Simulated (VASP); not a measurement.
Wanted: the native input for a VASP 6.6.1 run.

- Task: single point
- Functional: PBE
- Potentials or basis: VASP PAW PBE potentials, release 64 (Ag, Bi_d, As)
- Cutoff: 520 eV
- k mesh: 3 × 3 × 3
- Occupations: gaussian, width 0.2 eV
- Spin: no spin polarisation
- Dipole correction: no
- Further INCAR settings: ALGO = Fast; EDIFF = 1e-07; NBANDS = 64

The structure of Ag3BiAs lies in POSCAR:

```
Ag3BiAs
1.0
    7.2847087162      0.0000000000      0.0000000000
    0.0000000000      7.2847087162      0.0000000000
    0.0000000000      0.0000000000      5.0543341871
Ag Bi As
6 2 2
Direct
    0.2500000000      0.7500000000      0.5000000000
    0.7500000000      0.2500000000      0.5000000000
    0.7500000000      0.7500000000      0.5000000000
    0.2500000000      0.2500000000      0.5000000000
    0.5000000000      0.5000000000      0.5000000000
    0.0000000000      0.0000000000      0.5000000000
    0.5000000000      0.0000000000      0.1816585127
    0.0000000000      0.5000000000      0.8183414873
    0.5000000000      0.5000000000      0.0000000000
    0.0000000000      0.0000000000      0.0000000000
```

The cell was generated, and may not be a known phase.

The input as run:

INCAR

```
PREC = Accurate
ENCUT = 520
EDIFF = 1E-7
ISMEAR = 0
SIGMA = 0.2
LREAL = F
LASPH = T
NELM = 80
ALGO = Fast
ISIF = 2
LWAVE = F
LCHARG = F
GGA = PE
NBANDS = 64
```

KPOINTS

```
regular mesh
0
Gamma
  3 3 3
```

Potentials or basis: VASP PAW PBE potentials, release 64 (Ag, Bi_d, As).

Launch:

```sh
$ cat potpaw_PBE.64/Ag/POTCAR potpaw_PBE.64/Bi_d/POTCAR potpaw_PBE.64/As/POTCAR > POTCAR
$ mpirun -np 1 vasp_std > vasp.out
```

Results of the run:

```
Pressure               : 0.0 GPa
Band gap on the k mesh : zero (bands 53 and 54 overlap by 0.36 eV)
```

Caveat: the k points lie up to 0.41 Å⁻¹ apart; spin-orbit coupling is left out, which moves the levels of the heavy elements.

Run time: 3.2 min on 1 thread of Intel(R) Xeon(R) Platinum 8259CL CPU @ 2.50GHz (Skylake/Cascade Lake), with other jobs on the host, peak memory 0.38 GiB.
